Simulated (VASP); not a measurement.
# Hf (P6_3/mmc) in VASP: a series of runs, part 3 of 3

VASP 6.6.1. The steps go on from the part before.

**4. Electric field gradients, PBE (equal xx and yy strain of +2 %)**

The input, INCAR:

```
SYSTEM = Hf
  PREC = Accurate
  ENCUT = 400
  EDIFF = 1E-8
  ISMEAR = -1
  SIGMA = 0.05
  LREAL = .FALSE.
  LASPH = .TRUE.
  NELM = 120
  ALGO = Normal
  ISIF = 2
  LWAVE = .FALSE.
  LCHARG = .FALSE.
  GGA = PE
  LEFG = .TRUE.
  NBANDS = 17
  GGA_COMPAT = .FALSE.
```

The input, KPOINTS:

```
Automatic mesh
0
G
  13 13 7
  0 0 0
```

The input, POSCAR:

```
Hf
1.0
    3.2606324947      0.0000000000      0.0000000000
   -1.6303162473      2.8237905728      0.0000000000
    0.0000000000      0.0000000000      5.0578000000
Hf
2
Direct
    0.3333333333      0.6666666667      0.2500000000
    0.6666666667      0.3333333333      0.7500000000
```

Potentials or basis: VASP PAW PBE potentials, release 64 (Hf_pv).

Command:

```sh
cat potpaw_PBE.64/Hf_pv/POTCAR > POTCAR
mpirun -np 1 vasp_std > vasp.out
```

OUTCAR:

```text
SYSTEM = Hf
   PREC = Accurate
   ENCUT = 400
   EDIFF = 1E-8
   ISMEAR = -1
   LREAL = .FALSE.
   LASPH = .TRUE.
   NELM = 120
   ISIF = 2
   GGA = PE

 ion  position               nearest neighbor table
   1  0.333  0.667  0.250-   2 3.15   2 3.15   2 3.15   2 3.15   2 3.15   2 3.15
   2  0.667  0.333  0.750-   1 3.15   1 3.15   1 3.15   1 3.15   1 3.15   1 3.15

  LATTYP: Found a hexagonal cell.
 ALAT       =     3.2606324947
 C/A-ratio  =     1.5511714394

  Lattice vectors:

 A1 = (   3.2606324947,   0.0000000000,   0.0000000000)
 A2 = (  -1.6303162473,   2.8237905728,   0.0000000000)
 A3 = (   0.0000000000,   0.0000000000,   5.0578000000)

Analysis of symmetry for initial positions (statically):
=====================================================================
 Subroutine PRICEL returns:
 Original cell was already a primitive cell.

 Routine SETGRP: Setting up the symmetry group for a
 hexagonal supercell.

 Subroutine GETGRP returns: Found 24 space group operations
 (whereof 12 operations were pure point group operations)
 out of a pool of 24 trial point group operations.

The static configuration has the point symmetry D_3d.
 The point group associated with its full space group is D_6h.

Analysis of symmetry for dynamics (positions and initial velocities):
=====================================================================
 Subroutine PRICEL returns:
 Original cell was already a primitive cell.

 Routine SETGRP: Setting up the symmetry group for a
 hexagonal supercell.

 Subroutine GETGRP returns: Found 24 space group operations
 (whereof 12 operations were pure point group operations)
 out of a pool of 24 trial point group operations.

The dynamic configuration has the point symmetry D_3d.
 The point group associated with its full space group is D_6h.

 Subroutine INISYM returns: Found 24 space group operations
 (whereof 12 operations are pure point group operations),
 and found     1 'primitive' translations

----------------------------------------------------------------------------------------

                                     Primitive cell

  volume of cell :      46.5689

  direct lattice vectors                    reciprocal lattice vectors
     3.260632495  0.000000000  0.000000000     0.306688963  0.177066956  0.000000000
    -1.630316247  2.823790573  0.000000000     0.000000000  0.354133911  0.000000000
     0.000000000  0.000000000  5.057800000     0.000000000  0.000000000  0.197714421

  length of vectors
     3.260632495  3.260632495  5.057800000     0.354133911  0.354133911  0.197714421

  position of ions in fractional coordinates (direct lattice)
     0.333333333  0.666666667  0.250000000
     0.666666667  0.333333333  0.750000000

  ion indices of the primitive-cell ions
   primitive index   ion index
                 1           1
                 2           2

----------------------------------------------------------------------------------------

[... 70 lines left out ...]
   LREAL  =      F    real-space projection
   EDIFFG = 0.1E-06   stopping-criterion for IOM
   NSW    =      0    number of steps for IOM
   IBRION =     -1    ionic relax: 0-MD 1-quasi-New 2-CG
   NFREE  =      0    steps in history (QN), initial steepest desc. (CG)
   ISIF   =      2    stress and relaxation
   ISYM   =      2    0-nonsym 1-usesym 2-fastsym
   POTIM  = 0.5000    time-step for ionic-motion
   TEBEG  =    0.0;   TEEND  =   0.0 temperature during run
   PSTRESS=    0.0 pullay stress
   NELECT =      20.0000    total number of electrons
   NUPDOWN=      -1.0000    fix difference up-down
   EMIN   =  10.00;   EMAX   =-10.00  energy-range for DOS
   EFERMI =   0.00;   METHOD = LEGACY
   ISMEAR =    -1;   SIGMA  =   0.05  broadening in eV -4-tet -1-fermi 0-gaus
   EFERMI_NEDOS =   21; number of points for ismear=-14 and -15
   IALGO  =     38    algorithm
   IMIX   =      4    mixing-type and parameters
     AMIX     =   0.40;   BMIX     =  1.00
     AMIX_MAG =   1.60;   BMIX_MAG =  1.00
  volume/ion in A,a.u.               =      23.28       157.13
  Fermi-wavevector in a.u.,A,eV,Ry     =   1.235149  2.334094 20.756968  1.525594
  Thomas-Fermi vector in A             =   2.369811
   LORBIT       =      0    0 simple, 1 ext, 2 COOP (PROOUT), +10 PAW based schemes
   GGA     = PE    functional components
   LHFCALC =     F    Hartree Fock is set to
   AEXX    =    0.0000 exact exchange contribution
   IVDW    =     0    specifies the selected vdW correction
   LEPSILON=     F    determine dielectric tensor
   LRPA    =     F    only Hartree local field effects (RPA)
 non-spin polarized calculation
  energy-cutoff  :      400.00
  volume of cell :       46.57
 maximum number of plane-waves:       868
 NGX is ok and might be reduce to    24
   NGX = 11   NGY = 11   NGZ = 17

 number of electron      19.9999994 magnetization

 Free energy of the ion-electron system (eV)
  ---------------------------------------------------
  ext. energy  EPLUGINS =         0.00000000
  ---------------------------------------------------
  free energy    TOTEN  =       -19.83163197 eV

  energy without entropy =      -19.81938975  energy(sigma->0) =      -19.82551086

 E-fermi :   4.6550     XC(G=0): -11.1022

 val. band max:        4.6533575552   @ k =   0.1538  -0.0000   0.4286
 cond. band min:       4.6963116940   @ k =   0.3846   0.2308   0.2857
 fundamental gap:      0.0429541388
 Fermi energy:         4.6549520353

 k-point     1 :       0.0000    0.0000    0.0000
  band No.  band energies     occupation
      1     -26.4906      2.00000
      2     -25.8396      2.00000
      3     -25.8396      2.00000
      4     -25.7149      2.00000
      5     -25.7149      2.00000
      6     -25.7017      2.00000
[... 457 lines left out ...]
      4     -25.8524      2.00000
      5     -25.7381      2.00000
      6     -25.7351      2.00000
[... 9 lines left out ...]
     16       7.4156      0.00000
     17      10.1673      0.00000

 [... further k-points ...]
[... 5 lines left out ...]
  --------------------------------------------------------------------------------------
  -------------------------------------------------------------------------------------
  Total       -1.2774849     -1.2774849     -0.6950215     -0.0000000      0.0000000      0.0000000
  in kB      -43.9511612    -43.9511612    -23.9118300     -0.0000000      0.0000000      0.0000000
  external PRESSURE =     -37.2713841 kB  Pullay stress =       0.0000000 kB

 VOLUME and BASIS-vectors are now :
 -----------------------------------------------------------------------------
  energy-cutoff  :      400.00
  volume of cell :       46.57
      direct lattice vectors                 reciprocal lattice vectors
     3.260632495  0.000000000  0.000000000     0.306688963  0.177066956  0.000000000
    -1.630316247  2.823790573  0.000000000     0.000000000  0.354133911  0.000000000
     0.000000000  0.000000000  5.057800000     0.000000000  0.000000000  0.197714421

 POSITION                                       TOTAL-FORCE (eV/Angst)
 -----------------------------------------------------------------------------------
     -0.00000      1.88253      1.26445        -0.000000     -0.000000      0.000000
      1.63032      0.94126      3.79335         0.000000      0.000000      0.000000
 -----------------------------------------------------------------------------------
    total drift:                               -0.000000      0.000000     -0.000000

  FREE ENERGIE OF THE ION-ELECTRON SYSTEM (eV)
  ---------------------------------------------------
  free  energy   TOTEN  =       -19.8316319748 eV

  energy  without entropy=      -19.8193897499  energy(sigma->0) =      -19.82551086

 Electric field gradients (V/A^2)
---------------------------------------------------------------------
 ion       V_xx      V_yy      V_zz      V_xy      V_xz      V_yz
---------------------------------------------------------------------
   1     -43.595   -43.594    87.189     0.000     0.000    -0.000
   2     -43.595   -43.594    87.189     0.000    -0.000     0.000
---------------------------------------------------------------------

 Electric field gradients after diagonalization (V/A^2)
 (convention: |V_zz| > |V_xx| > |V_yy|)
----------------------------------------------------------------------
 ion       V_xx      V_yy      V_zz     asymmetry (V_yy - V_xx)/ V_zz
----------------------------------------------------------------------
   1     -43.595   -43.594    87.189       0.000
   2     -43.595   -43.594    87.189       0.000
----------------------------------------------------------------------

           NMR quadrupolar parameters

 Cq : quadrupolar parameter    Cq=e*Q*V_zz/h
 eta: asymmetry parameters     (V_yy - V_xx)/ V_zz
 Q  : nuclear electric quadrupole moment in mb (millibarn)
----------------------------------------------------------------------
 ion       Cq(MHz)       eta       Q (mb)
----------------------------------------------------------------------
   1       0.211       0.000       1.000
   2       0.211       0.000       1.000
----------------------------------------------------------------------
```

OSZICAR:

```text
N       E                     dE             d eps       ncg     rms          rms(c)
DAV:   1     0.425034939006E+02    0.42503E+02   -0.99606E+03  2880   0.913E+02
DAV:   2    -0.189651483905E+02   -0.61469E+02   -0.59882E+02  3758   0.216E+02
DAV:   3    -0.205854908008E+02   -0.16203E+01   -0.16089E+01  3662   0.247E+01
DAV:   4    -0.205992600086E+02   -0.13769E-01   -0.13762E-01  3659   0.278E+00
DAV:   5    -0.205994163204E+02   -0.15631E-03   -0.15628E-03  3693   0.258E-01    0.631E+01
DAV:   6    -0.200356896028E+02    0.56373E+00   -0.54725E-01  3374   0.467E+00    0.374E+01
DAV:   7    -0.198432483903E+02    0.19244E+00   -0.91419E-01  3435   0.577E+00    0.188E+00
DAV:   8    -0.198315451475E+02    0.11703E-01   -0.60241E-02  3344   0.156E+00    0.254E-01
DAV:   9    -0.198316456268E+02   -0.10048E-03   -0.12352E-03  3839   0.250E-01    0.187E-01
DAV:  10    -0.198316295990E+02    0.16028E-04   -0.78037E-05  3400   0.570E-02    0.245E-01
DAV:  11    -0.198316319371E+02   -0.23381E-05   -0.80446E-06  3746   0.194E-02    0.102E-02
DAV:  12    -0.198316320189E+02   -0.81779E-07   -0.45678E-07  3651   0.423E-03    0.274E-03
DAV:  13    -0.198316320050E+02    0.13891E-07   -0.14366E-08  2742   0.976E-04    0.984E-04
DAV:  14    -0.198316319731E+02    0.31856E-07   -0.15128E-09  2008   0.300E-04    0.196E-04
DAV:  15    -0.198316319748E+02   -0.16289E-08   -0.17949E-10  1791   0.964E-05
   1 F= -.19831632E+02 E0= -.19825511E+02  d E =-.122422E-01
```

stdout:

```text
POSCAR found type information on POSCAR Hf
 POSCAR found :  1 types and       2 ions
 scaLAPACK will be used
 LDA part: xc-table for (Slater+PW92), standard interpolation
 POSCAR, INCAR and KPOINTS ok, starting setup
 FFT: planning ... GRIDC
 FFT: planning ... GRID_SOFT
 FFT: planning ... GRID
 WAVECAR not read
 entering main loop
ion   1

ion   2
```

Run time: 65 s. Hardware: 1 thread of Intel Xeon 8259CL, shared host; peak memory 0.18 GiB.

What came out:

| Property | Result |
| --- | --- |
| Free energy | -19.8316 eV |
| Pressure | -3.7 GPa |
| Band gap on the k mesh | zero (bands 10 and 11 overlap by 1.55 eV) |
| Largest electric field gradient by atom | Hf +87.2 V/Å² |

Stress tensor (GPa, compression positive):
```
-4.40  0.00  0.00
 0.00 -4.40  0.00
 0.00  0.00 -2.39
```

Electric field gradients, principal values (V/Å²):
```tsv
atom	least	middle	greatest (by size)
1 Hf	-43.594	-43.595	87.189
2 Hf	-43.594	-43.595	87.189
```

Caveat: the cell differs from its parent crystal (equal xx and yy strain of +2 %); the cell stands under tension; without QUAD_EFG the Cq values of the log hold for a quadrupole moment of 1 mb, not for the nuclei; spin-orbit coupling is left out, which moves the levels of the heavy elements.

The gap in the log of VASP goes by the Fermi energy; the results here count the filled bands.